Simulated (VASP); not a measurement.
**Be (a cell with a defect): single point with PBE**

Be (a cell with a defect):

```
Be
1.0
    -2.29000   -3.96640    0.00000
     3.43500   -1.98320    0.00000
     0.00000    0.00000    7.17686
Be
17
Direct
  0.75360 0.52188 0.01113
  0.50467 0.20292 0.27011
  0.74582 0.48868 0.49731
  0.50987 0.32082 0.76001
  0.49289 0.96949 0.00567
  0.17567 0.92568 0.19809
  0.51981 0.96340 0.51747
  0.24958 0.83512 0.75301
  0.25036 0.48753 0.01094
  0.01580 0.37792 0.25539
  0.25808 0.48867 0.50969
  0.00190 0.34589 0.74729
  0.96467 0.04561 0.97970
  0.80829 0.86221 0.25959
  0.02789 0.01475 0.49511
  0.75503 0.82758 0.75196
  0.45926 0.66095 0.26863
```

```json
{"Program": "VASP 6.6.1", "Task": "single point", "Functional": "PBE", "Potentials or basis": "VASP PAW PBE potentials, release 64 (Be)", "Cutoff": "520 eV", "k mesh": "5 × 5 × 3", "Occupations": "gaussian, width 0.15 eV", "Spin": "no spin polarisation"}
```

```
Pressure               : 11.1 GPa
Largest force          : 0.498 eV/Å
Band gap on the k mesh : zero (band 17 reaches 7.75 eV, above the bottom of band 18 at 6.73 eV)
```

Forces on the atoms (eV/Å):
```
Be   0.045 -0.018  0.012
Be   0.092 -0.040  0.113
Be  -0.076 -0.004  0.053
Be  -0.021 -0.039  0.075
Be   0.023 -0.042 -0.015
Be   0.180  0.043 -0.463
Be  -0.063 -0.090  0.101
Be   0.004  0.020  0.018
Be  -0.013  0.028  0.030
Be   0.025 -0.035  0.059
Be  -0.123 -0.030  0.137
Be  -0.008  0.015 -0.035
Be   0.126  0.124 -0.143
Be  -0.097  0.021  0.005
Be  -0.179 -0.069 -0.109
Be  -0.034 -0.006 -0.009
Be   0.119  0.123  0.171
```

Stress tensor (GPa, compression positive):
```
17.21  5.35 -8.24
 5.35 13.76 -3.08
-8.24 -3.08  2.40
```

Levels at points of the mesh, in eV from the Fermi level:
| k point | band 14 | band 15 | band 16 | band 17 | band 18 | band 19 | band 20 | band 21 |
| --- | --- | --- | --- | --- | --- | --- | --- | --- |
| (0.00, 0.00, 0.00) | -3.56 | -1.52 | -0.25 | 0.11 | 0.56 | 0.74 | 0.82 | 1.52 |

Run time: 3.2 min on 1 thread of Intel(R) Xeon(R) Platinum 8488C (Sapphire Rapids), with other jobs on the host, peak memory 0.27 GiB.
